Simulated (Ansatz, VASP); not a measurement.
One calculation of Hf, two programs

Contents of INCAR:

```
PREC     = Accurate       # precision mode
ENCUT    = 520            # plane-wave cutoff, eV
EDIFF    = 1E-6           # SCF threshold, eV
ISMEAR   = 0              # smearing method
SIGMA    = 0.15           # smearing width, eV
LREAL    = F              # projectors in reciprocal space
LASPH    = T              # aspherical terms in the spheres
NELM     = 60             # most SCF steps
ALGO     = Fast           # electronic algorithm
ISIF     = 2              # what is computed and relaxed
LWAVE    = F              # write WAVECAR
LCHARG   = F              # write CHGCAR
GGA      = PS             # functional
NBANDS   = 17             # bands
```

Contents of KPOINTS:

```
Automatic mesh
0
Gamma
  18 18 10
```

POSCAR

```
Hf
1.0
    2.4492084240      0.0000000000      0.0000000000
   -1.2246042120      2.9421386683      0.0000000000
    0.0000000000      0.0000000000      5.7456581652
Hf
2
Direct
    0.3333333333      0.6666666667      0.2500000000
    0.6666666667      0.3333333333      0.7500000000
```

Input for Ansatz:

```yaml
crystal:
  lattice:
    - [2.449208424, 0.0, 0.0]
    - [-1.224604212, 2.9421386683, 0.0]
    - [0.0, 0.0, 5.7456581652]
  atoms:
    - { symbol: Hf, position: [0.3333333333, 0.6666666667, 0.25] }
    - { symbol: Hf, position: [0.6666666667, 0.3333333333, 0.75] }
basis:
  ecutwfc: 420
kpoints:
  mp_grid: { grid: [18, 18, 10] }
hamiltonian:
  xc: pbesol
  pseudopotentials: { kind: paw }
scf:
  occupations: { method: gaussian, width: 0.15 }
output:
  forces: true
  stress: true
  eigenvalues: true
```

Change from the starting cell: strain +e along x and -e along y -0.1500, strain +e along z and -e/2 along x and y +0.1500.

Alike in both runs: task single point; functional PBEsol; k mesh 18 × 18 × 10; occupations gaussian, width 0.15 eV; no spin polarisation.

```csv
,VASP,Ansatz
version,VASP 6.6.1,Ansatz 0.2.0
potentials or method,"VASP PAW PBE potentials, release 64 (Hf_pv), cutoff 520 eV","scalar-relativistic, plane waves, PAW"
valence electrons in the cell,20,52
```

|  | VASP | Ansatz | Ansatz less VASP |
| --- | --- | --- | --- |
| gap on the k mesh at the Fermi level (eV) | none | none | - |
| pressure (GPa) | 10.5 | 10.7 | +0.19 |
| traceless stress, the component that is largest in VASP (GPa) | 36.17 | 36.29 | +0.119 |
| rms of the force components (eV/Å) | 0.199 | 0.195 | -0.0033 |

VASP's potentials were made for PBE, not for PBEsol. Atom by atom the forces differ by 0.003 eV/Å (rms over components). A gap of «none» marks a metal or a gap that the smearing closes. The functional is the same, so the differences come from potentials, cutoffs and numerics. VASP's potentials hold 20 valence electrons a cell and Ansatz's 52, so a difference there can come from the potentials and not from the codes.

Neither program's run includes spin-orbit coupling.
